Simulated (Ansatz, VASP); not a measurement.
GaIr3: VASP beside Ansatz

```
Ga Ir
1.0
     2.72970   -3.71848    0.00000
     2.72970    3.71848    0.00000
     0.00000    0.00000    2.68143
Ga Ir
1 3
Direct
  0.00000 0.00000 0.00000
  0.50000 0.50000 0.00000
  0.00000 0.50000 0.50000
  0.50000 0.00000 0.50000
```

Change from the starting cell: species swapped into the CdPt3 type (Cmmm, No. 65).

Alike in both runs: task relaxation of cell and atoms; functional PBE; k mesh 4 × 4 × 6; occupations gaussian, width 0.1 eV; no spin polarisation.

```csv
,VASP,Ansatz
version,VASP 6.6.1,Ansatz 0.2.0
potentials or method,"VASP PAW PBE potentials, release 64 (Ga_d, Ir), cutoff 600 eV","scalar-relativistic, plane waves, PAW"
valence electrons in the cell,40,64
```

|  | VASP | Ansatz | Ansatz less VASP |
| --- | --- | --- | --- |
| gap on the k mesh at the Fermi level, each at its own relaxed structure (eV) | none | none | - |
| relaxed volume (Å³/atom) | 14.57 | 14.54 | -0.029 |
| relaxed length of the cell vector where the two differ most in proportion (Å) | 2.775 | 2.773 | -0.0024 |

A gap of «none» marks a metal or a gap that the smearing closes. VASP's potentials hold 40 valence electrons a cell and Ansatz's 64, so a difference there can come from the potentials and not from the codes.

The k mesh is coarse, so the values compare programs but aren't converged. Spin-orbit coupling is off throughout.
